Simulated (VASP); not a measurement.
A run of VASP 6.6.1:

The input INCAR:

```
PREC     = Accurate       # precision mode
ENCUT    = 600            # plane-wave cutoff, eV
EDIFF    = 1E-7           # SCF threshold, eV
ISMEAR   = -1             # smearing method
SIGMA    = 0.1            # smearing width, eV
LREAL    = False          # projectors in reciprocal space
LASPH    = True           # aspherical terms in the spheres
NELM     = 150            # most SCF steps
ALGO     = Normal         # electronic algorithm
ISIF     = 3              # what is computed and relaxed
LWAVE    = False          # write WAVECAR
LCHARG   = False          # write CHGCAR
ISPIN    = 2              # spin polarisation
MAGMOM   = 2.5 2.5        # initial moments
LORBIT   = 11             # projections on sites
LMAXMIX  = 4              # l up to which the mixer works
IBRION   = 2              # ionic algorithm
NSW      = 60             # ionic steps
EDIFFG   = -0.005         # ionic threshold
PSTRESS  = -24.0
```

The input KPOINTS:

```
Automatic mesh
0
Gamma
  14 14 14
```

POSCAR

```
Fe
1.0
    0.0000000000      2.3630590391      2.3630590391
    2.3630590391      0.0000000000      2.3630590391
    2.3630590391      2.3630590391      0.0000000000
Fe
2
Direct
   -0.1250000000     -0.1250000000     -0.1250000000
    0.1250000000      0.1250000000      0.1250000000
```

Potentials or basis: VASP PAW LDA potentials, release 64 (Fe).

The run is started by

```sh
$ cat potpaw_LDA.64/Fe/POTCAR > POTCAR
$ mpirun -np 1 vasp_std > vasp.out
```

Hardware: 1 thread of Intel(R) Xeon(R) Platinum 8259CL CPU @ 2.50GHz (Skylake/Cascade Lake), with other jobs on the host.

Question: Estimate the wall time of this run.

Answer: It took 3.4 min on 1 thread of Intel(R) Xeon(R) Platinum 8259CL CPU @ 2.50GHz (Skylake/Cascade Lake) (shared host), peak memory 0.21 GiB. Counts: scf iterations 30, k points 104, ion steps 3.
